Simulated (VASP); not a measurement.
ZnO, 4 atoms in the cell. It takes space group P6_3mc (No. 186, hexagonal). Conventional cell: a = 3.219 Å, b = 3.219 Å, c = 5.227 Å, α = 90.00°, β = 90.00°, γ = 120.00°. Zn (site symmetry 3m) has 4 O at 1.96 to 1.98 Å within 2.6 Å. O (site symmetry 3m) has 4 Zn at 1.96 to 1.98 Å within 2.6 Å.  This cell differs from its parent crystal: in-plane strain -0.005.

| Property | Result |
| --- | --- |
| Program | VASP 6.6.1 |
| Task | single point |
| Functional | r2SCAN |
| Potentials or basis | VASP PAW PBE potentials, release 64 (Zn, O) |
| Cutoff | 520 eV |
| k mesh | 8 × 8 × 4 |
| Occupations | gaussian, width 0.01 eV |
| Spin | no spin polarisation |
| Dipole correction | no |
| Further INCAR settings | ALGO = Normal; EDIFF = 1e-06; NBANDS = 26 |

Potentials or basis: VASP PAW PBE potentials, release 64 (Zn, O).

Run with:

```console
$ cat potpaw_PBE.64/Zn/POTCAR potpaw_PBE.64/O/POTCAR > POTCAR
$ cp INCAR.step1 INCAR
$ mpirun -np 1 vasp_std > vasp.out
$ cp INCAR.step2 INCAR
$ mpirun -np 1 vasp_std > vasp.out
```

Hardware: 1 thread of Intel Xeon 6975P-C, on a shared host.

How long does it take, and how much memory?

It took 77 s on 1 thread of Intel Xeon 6975P-C (shared host), peak memory 0.18 GiB. Counts: k points 30.
